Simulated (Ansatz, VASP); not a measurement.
**MgO: VASP beside Ansatz**

```
Mg O
1.0
     0.00000    1.90686    1.90686
     1.90686    0.00000    1.90686
     1.90686    1.90686    0.00000
Mg O
1 1
Direct
  0.00000 0.00000 0.00000
  0.50000 0.50000 0.50000
```

Alike in both runs: task single point; functional PBE; k mesh 10 × 10 × 10; occupations gaussian, width 0.05 eV; no spin polarisation.

|  | VASP | Ansatz |
| --- | --- | --- |
| version | VASP 6.6.1 | Ansatz 0.2.0 |
| potentials or method | VASP PAW PBE potentials, release 64 (Mg, O), cutoff 520 eV | scalar-relativistic, plane waves, PAW |
| valence electrons in the cell | 8 | 16 |

```tsv
	VASP	Ansatz	Ansatz less VASP
gap on the k mesh at the Fermi level (eV)	8.22	8.21	-0.006
least direct gap on the mesh (eV)	8.22	8.21	-0.006
```

VASP's potentials hold 8 valence electrons a cell and Ansatz's 16, so a difference there can come from the potentials and not from the codes.
